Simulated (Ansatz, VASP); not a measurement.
# One calculation of MnHg, two programs

```xyz
2
Lattice="3.3300 0.0000 0.0000 0.0000 3.3300 0.0000 0.0000 0.0000 3.3300" Properties=species:S:1:pos:R:3 pbc="T T T"
Mn    1.6650    1.6650    1.6650
Hg    0.0000    0.0000    0.0000
```

Alike in both runs: functional r2SCAN; k mesh 12 × 12 × 12; occupations gaussian, width 0.1 eV; collinear spin.

Ansatz relaxed the structure, and its values are those at the end. VASP's run is a single point on that final structure, the one shown.

|  | VASP | Ansatz |
| --- | --- | --- |
| version | VASP 6.6.1 | Ansatz 0.2.0 |
| potentials or method | VASP PAW PBE potentials, release 64 (Mn_pv, Hg), cutoff 520 eV | scalar-relativistic, plane waves, PAW |
| valence electrons in the cell | 25 | 35 |

Ansatz gave:

- gap on the k mesh at the Fermi level (eV): none
- pressure (GPa): 0.0
- net moment per atom (μB): 2.10
- size of the moment on the site where the two differ most (μB): 4.22

Q: Which values does VASP return?

A: gap on the k mesh at the Fermi level (eV): none; pressure (GPa): 0.5; net moment per atom (μB): 2.10; size of the moment on the site where the two differ most (μB): 4.15.

VASP's potentials were made for PBE, not for r2SCAN. Site moments also hang on the region over which each program counts them. A gap of «none» marks a metal or a gap that the smearing closes. VASP's potentials hold 25 valence electrons a cell and Ansatz's 35, so a difference there can come from the potentials and not from the codes.

Spin-orbit coupling is off throughout.
